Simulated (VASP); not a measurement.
# CoSi (P2_13) in VASP: single point with PBEsol

Aim: the single point of CoSi with PBEsol.

Program: VASP 6.6.1. These are calculated values, not measurements. Logs are shortened: lines on timing, memory, paths and dates and some standing lists are left out, and cuts for length are marked.

## (1) The cell of the first run

Symmetry: P2_13, No. 198, cubic system. The conventional cell has a = 4.386 Å, b = 4.386 Å, c = 4.386 Å, α = 90.00°, β = 90.00°, γ = 90.00°. Within 3.0 Å of Co (site symmetry 3) lie 7 Si at 2.30 to 2.40 Å and 6 Co at 2.70 Å. Si (site symmetry 3) has 7 Co at 2.30 to 2.40 Å and 6 Si at 2.71 Å within 3.0 Å.

## (2) Single point, PBEsol

Contents of POSCAR:

```
CoSi
1.0
    4.3858255150      0.0000000000      0.0000000000
    0.0000000000      4.3858255150      0.0000000000
    0.0000000000      0.0000000000      4.3858255150
Co Si
4 4
Direct
    0.1456446785      0.1456446785      0.1456446785
    0.3543553215      0.8543553215      0.6456446785
    0.6456446785      0.3543553215      0.8543553215
    0.8543553215      0.6456446785      0.3543553215
    0.8433288497      0.8433288497      0.8433288497
    0.6566711503      0.1566711503      0.3433288497
    0.3433288497      0.6566711503      0.1566711503
    0.1566711503      0.3433288497      0.6566711503
```

Contents of INCAR.step1:

```
SYSTEM = CoSi
PREC = Accurate ; ENCUT = 520
EDIFF = 1E-6 ; ISMEAR = 0
SIGMA = 0.1 ; LREAL = .FALSE.
LASPH = .TRUE. ; NELM = 100
ALGO = Normal ; ISIF = 2
LWAVE = .FALSE. ; LCHARG = .TRUE.
LMAXMIX = 4 ; GGA = PS
NBANDS = 36
```

Contents of KPOINTS.step1:

```
Automatic mesh
0
G
  8 8 8
  0 0 0
```

Contents of INCAR.step2:

```
SYSTEM = CoSi
PREC = Accurate ; ENCUT = 520
EDIFF = 1E-6 ; ISMEAR = -5
SIGMA = 0.1 ; LREAL = .FALSE.
LASPH = .TRUE. ; NELM = 100
ALGO = Normal ; ISIF = 2
LWAVE = .FALSE. ; LCHARG = .FALSE.
LMAXMIX = 4 ; GGA = PS
LORBIT = 11 ; NBANDS = 36
NEDOS = 2001 ; ICHARG = 11
```

Contents of KPOINTS.step2:

```
Automatic mesh
0
G
  12 12 12
  0 0 0
```

Potentials or basis: VASP PAW PBE potentials, release 64 (Co, Si).

The run is started by

```sh
> cat potpaw_PBE.64/Co/POTCAR potpaw_PBE.64/Si/POTCAR > POTCAR
> cp INCAR.step1 INCAR
> cp KPOINTS.step1 KPOINTS
> mpirun -np 1 vasp_std > vasp.out
> cp INCAR.step2 INCAR
> cp KPOINTS.step2 KPOINTS
> mpirun -np 1 vasp_std > vasp.out
```

OUTCAR:

```text
SYSTEM = CoSi
   PREC = Accurate
   ENCUT = 520
   EDIFF = 1E-6
   ISMEAR = -5
   LREAL = .FALSE.
   LASPH = .TRUE.
   NELM = 100
   ISIF = 2
   GGA = PS
   LORBIT = 11
   ICHARG = 11

 ion  position               nearest neighbor table
   1  0.146  0.146  0.146-   5 2.30   6 2.31   7 2.31   8 2.31   7 2.40   8 2.40   6 2.40   3 2.70
                             4 2.70   2 2.70   2 2.70   4 2.70   3 2.70
   2  0.354  0.854  0.646-   6 2.30   5 2.31   7 2.31   8 2.31   7 2.40   8 2.40   5 2.40   1 2.70
                             1 2.70   3 2.70   3 2.70   4 2.70   4 2.70
   3  0.646  0.354  0.854-   7 2.30   6 2.31   5 2.31   8 2.31   8 2.40   6 2.40   5 2.40   1 2.70
                             4 2.70   2 2.70   2 2.70   4 2.70   1 2.70
   4  0.854  0.646  0.354-   8 2.30   6 2.31   7 2.31   5 2.31   6 2.40   5 2.40   7 2.40   1 2.70
                             3 2.70   2 2.70   1 2.70   2 2.70   3 2.70
   5  0.843  0.843  0.843-   1 2.30   2 2.31   3 2.31   4 2.31   3 2.40   4 2.40   2 2.40   6 2.71
                             7 2.71   8 2.71   6 2.71   8 2.71   7 2.71
   6  0.657  0.157  0.343-   2 2.30   1 2.31   3 2.31   4 2.31   3 2.40   4 2.40   1 2.40   8 2.71
                             5 2.71   5 2.71   7 2.71   7 2.71   8 2.71
   7  0.343  0.657  0.157-   3 2.30   2 2.31   1 2.31   4 2.31   4 2.40   2 2.40   1 2.40   8 2.71
                             5 2.71   8 2.71   6 2.71   6 2.71   5 2.71
   8  0.157  0.343  0.657-   4 2.30   2 2.31   3 2.31   1 2.31   2 2.40   1 2.40   3 2.40   7 2.71
                             5 2.71   7 2.71   5 2.71   6 2.71   6 2.71

  LATTYP: Found a simple cubic cell.
 ALAT       =     4.3858255150

  Lattice vectors:

 A1 = (   4.3858255150,   0.0000000000,   0.0000000000)
 A2 = (   0.0000000000,   4.3858255150,   0.0000000000)
 A3 = (   0.0000000000,   0.0000000000,   4.3858255150)

Analysis of symmetry for initial positions (statically):
=====================================================================
 Subroutine PRICEL returns:
 Original cell was already a primitive cell.

 Routine SETGRP: Setting up the symmetry group for a
 simple cubic supercell.

 Subroutine GETGRP returns: Found 12 space group operations
 (whereof  3 operations were pure point group operations)
 out of a pool of 48 trial point group operations.

The static configuration has the point symmetry C_3 .
 The point group associated with its full space group is T   .

Analysis of symmetry for dynamics (positions and initial velocities):
=====================================================================
 Subroutine PRICEL returns:
 Original cell was already a primitive cell.

 Routine SETGRP: Setting up the symmetry group for a
 simple cubic supercell.

[... 142 lines left out ...]
  Thomas-Fermi vector in A             =   2.516901
   LORBIT       =     11    0 simple, 1 ext, 2 COOP (PROOUT), +10 PAW based schemes
   GGA     = PS    functional components
   LHFCALC =     F    Hartree Fock is set to
   AEXX    =    0.0000 exact exchange contribution
   IVDW    =     0    specifies the selected vdW correction
   LEPSILON=     F    determine dielectric tensor
   LRPA    =     F    only Hartree local field effects (RPA)
 non-spin polarized calculation
 Fermi weights with tetrahedron method with Bloechl corrections
  energy-cutoff  :      520.00
  volume of cell :       84.36
 maximum number of plane-waves:      2301
 NGX is ok and might be reduce to    36

 number of electron      51.9999987 magnetization

 Free energy of the ion-electron system (eV)
  ---------------------------------------------------
  ext. energy  EPLUGINS =         0.00000000
  ---------------------------------------------------
  free energy    TOTEN  =       -59.82381147 eV

  energy without entropy =      -59.82381147  energy(sigma->0) =      -59.82381147

 E-fermi :  12.4476     XC(G=0): -13.1293

 val. band max:       12.4674630673   @ k =   0.0000   0.0000   0.0000
 cond. band min:      12.4455195202   @ k =   0.0833   0.0000   0.0000
 fundamental gap:     -0.0219435471
 Fermi energy:        12.4475573211

 k-point     1 :       0.0000    0.0000    0.0000
  band No.  band energies     occupation
      1      -1.4551      2.00000
      2       4.1581      2.00000
      3       4.1581      2.00000
      4       4.1581      2.00000
      5       6.8349      2.00000
      6       6.8349      2.00000
[... 925 lines left out ...]
     35      17.0028      0.00000
     36      18.8571      0.00000

 [... further k-points ...]

------------------------ aborting loop because EDIFF is reached ----------------------------------------

  FORCE on cell =-STRESS in cart. coord.  units (eV):
  Direction    XX          YY          ZZ          XY          YZ          ZX
  --------------------------------------------------------------------------------------
  -------------------------------------------------------------------------------------
  Total        0.0011607      0.0011607      0.0011607      0.0000000      0.0000000      0.0000000
  in kB        0.0220440      0.0220440      0.0220440      0.0000000      0.0000000      0.0000000
  external PRESSURE =       0.0220440 kB  Pullay stress =       0.0000000 kB

 VOLUME and BASIS-vectors are now :
 -----------------------------------------------------------------------------
  energy-cutoff  :      520.00
  volume of cell :       84.36
      direct lattice vectors                 reciprocal lattice vectors
     4.385825515  0.000000000  0.000000000     0.228007247  0.000000000  0.000000000
     0.000000000  4.385825515  0.000000000     0.000000000  0.228007247  0.000000000
     0.000000000  0.000000000  4.385825515     0.000000000  0.000000000  0.228007247

 POSITION                                       TOTAL-FORCE (eV/Angst)
 -----------------------------------------------------------------------------------
      0.63877      0.63877      0.63877         0.005345      0.005345      0.005345
      1.55414      3.74705      2.83168        -0.005345     -0.005345      0.005345
      2.83168      1.55414      3.74705         0.005345     -0.005345     -0.005345
      3.74705      2.83168      1.55414        -0.005345      0.005345     -0.005345
      3.69869      3.69869      3.69869         0.000732      0.000732      0.000732
      2.88005      0.68713      1.50578        -0.000732     -0.000732      0.000732
      1.50578      2.88005      0.68713         0.000732     -0.000732     -0.000732
      0.68713      1.50578      2.88005        -0.000732      0.000732     -0.000732
 -----------------------------------------------------------------------------------
    total drift:                                0.000000      0.000000      0.000000

  FREE ENERGIE OF THE ION-ELECTRON SYSTEM (eV)
  ---------------------------------------------------
  free  energy   TOTEN  =       -59.8238114700 eV

  energy  without entropy=      -59.8238114700  energy(sigma->0) =      -59.82381147

 total charge

# of ion       s       p       d       tot
------------------------------------------
    1        0.452   0.653   7.599   8.704
    2        0.452   0.653   7.599   8.704
    3        0.452   0.653   7.599   8.704
    4        0.452   0.653   7.599   8.704
    5        0.725   0.903   0.000   1.628
    6        0.725   0.903   0.000   1.628
    7        0.725   0.903   0.000   1.628
    8        0.725   0.903   0.000   1.628
--------------------------------------------------
tot          4.707   6.224  30.394  41.325
```

Wall time 9.1 min (1 thread of Intel Xeon 8259CL, shared host); peak memory 0.4 GiB.

What came out:

| Item | Value |
| --- | --- |
| Valence electrons inside the program's atomic spheres | Co 8.70; Si 1.63 |

Caveat: the PAW data sets were made with another functional, which shifts forces and pressure a little. Spin polarisation is off, so any magnetic state and its effect on volume and gap are missing.
